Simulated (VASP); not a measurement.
Here is a VASP 6.6.1 calculation.

INCAR

```
  PREC = Accurate
  ENCUT = 520
  EDIFF = 1E-8
  ISMEAR = -1
  SIGMA = 0.05
  LREAL = F
  LASPH = T
  NELM = 60
  ALGO = Normal
  ISIF = 2
  LWAVE = F
  LCHARG = F
  GGA = PS
  LEFG = T
  NBANDS = 15
```

File KPOINTS:

```
Automatic mesh
0
Gamma
  15 15 15
```

The input POSCAR:

```
ZrC
1.0
    0.0705063000      2.3854631500      2.3854631500
    2.3854631500      0.0705063000      2.3854631500
    2.3854631500      2.3854631500      0.0705063000
Zr C
1 1
Direct
    0.5000000000      0.5000000000      0.5000000000
    0.0000000000      0.0000000000      0.0000000000
```

Potentials or basis: VASP PAW PBE potentials, release 64 (Zr_sv, C).

The run is started by

```sh
$ cat potpaw_PBE.64/Zr_sv/POTCAR potpaw_PBE.64/C/POTCAR > POTCAR
$ mpirun -np 1 vasp_std > vasp.out
```

Problem. Predict the pressure.

Solution. -4.1 GPa.

Problem. Predict the band gap on the k mesh.

Solution. Zero (band 8 reaches 10.56 eV, above the bottom of band 9 at 9.27 eV).

Stress tensor (GPa, compression positive):
```
-4.07 -4.77 -4.77
-4.77 -4.07 -4.77
-4.77 -4.77 -4.07
```

Caveat: the cell differs from its parent crystal (equal xy, yz and zx shear strains of +3 %); without QUAD_EFG the Cq values of the log hold for a quadrupole moment of 1 mb, not for the nuclei; the PAW data sets were made with another functional, which shifts forces and pressure a little.
